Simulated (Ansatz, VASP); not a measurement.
# One calculation of Na, two programs

```
Na
1.0
    -2.14537    2.14537    2.14537
     2.14537   -2.14537    2.14537
     2.14537    2.14537   -2.14537
Na
1
Cartesian
  0.0000 0.0000 0.0000
```

Change from the starting cell: volume scaled by 1.04.

Alike in both runs: task single point; functional PBE; k mesh 12 × 12 × 12; occupations fermi-dirac, width 0.05 eV; no spin polarisation.

|  | VASP | Ansatz |
| --- | --- | --- |
| version | VASP 6.6.1 | Ansatz 0.2.0 |
| potentials or method | VASP PAW PBE potentials, release 64 (Na_pv), cutoff 520 eV | all-electron LAPW, scalar-relativistic |

VASP gave:

```
pressure (GPa) : -0.5
```

Problem. What did Ansatz give for the same quantities?

Solution. Pressure (GPa): -0.4.

Ansatz ran all-electron here, and VASP with PAW potentials.
